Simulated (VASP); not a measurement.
Set up this calculation in VASP 6.6.1, as the native input.

```
Task                   : relaxation of cell and atoms
Functional             : PBE
Potentials or basis    : VASP PAW PBE potentials, release 64 (Al, B, As)
Cutoff                 : 600 eV
k mesh                 : 4 × 4 × 2
Occupations            : gaussian, width 0.1 eV
Spin                   : no spin polarisation
Dipole correction      : no
Further INCAR settings : ALGO = Normal; EDIFF = 1e-07; IBRION = 2; EDIFFG = -0.025; NSW = 80; ISIF = 3
```

The structure of Al3BAs4 lies in POSCAR:

```
Al3BAs4
1.0
    3.7683329471     -0.0632519224     -0.0029947773
   -0.0632519224      3.7831816489      0.0048450361
   -0.0087295808      0.0141229647     11.2413807978
Al B As
3 1 4
Direct
   -0.0062389283      0.0271279350      0.7460880875
    0.4866239564      0.5192674450     -0.0012303580
   -0.0288870963      0.9715393282      0.2568188462
    0.4955596150      0.4781889913      0.4936377978
    0.4842613296      0.0058809284      0.8635586480
    0.0238993018      0.5091757645      0.1276776802
    0.5020087220     -0.0193222021      0.3974378091
    0.0427730998      0.5081418096      0.6160114894
```

These files were run (other wordings do the same):

INCAR

```
  PREC = Accurate
  ENCUT = 600
  EDIFF = 1E-7
  ISMEAR = 0
  SIGMA = 0.1
  LREAL = F
  LASPH = T
  NELM = 80
  ALGO = Normal
  ISIF = 3
  LWAVE = F
  LCHARG = F
  GGA = PE
  IBRION = 2
  NSW = 80
  EDIFFG = -0.025
```

KPOINTS

```
Automatic mesh
0
Gamma
  4 4 2
```

Potentials or basis: VASP PAW PBE potentials, release 64 (Al, B, As).

Command:

```sh
$ cat potpaw_PBE.64/Al/POTCAR potpaw_PBE.64/B/POTCAR potpaw_PBE.64/As/POTCAR > POTCAR
$ mpirun -np 1 vasp_std > vasp.out
```

It gave:

| Property | Result |
| --- | --- |
| Relaxed volume | 21.07 Å³/atom |
| Relaxed cell | a = 3.885 Å, b = 3.886 Å, c = 11.165 Å, α = 90.01°, β = 89.97°, γ = 90.02° |
| Space group after relaxing (to 0.05 Å) | P-4m2 (No. 115) |
| Energy gained by relaxing | 118.3 meV/atom |
| Ionic steps | 18 |
| Pressure after relaxing | 0.0 GPa |
| Largest force after relaxing | 0.021 eV/Å |
| Band gap on the k mesh | 0.85 eV, direct |

Wall time 6.9 min on 1 thread of Intel(R) Xeon(R) 6975P-C (Granite Rapids), on a shared host, peak memory 0.32 GiB.
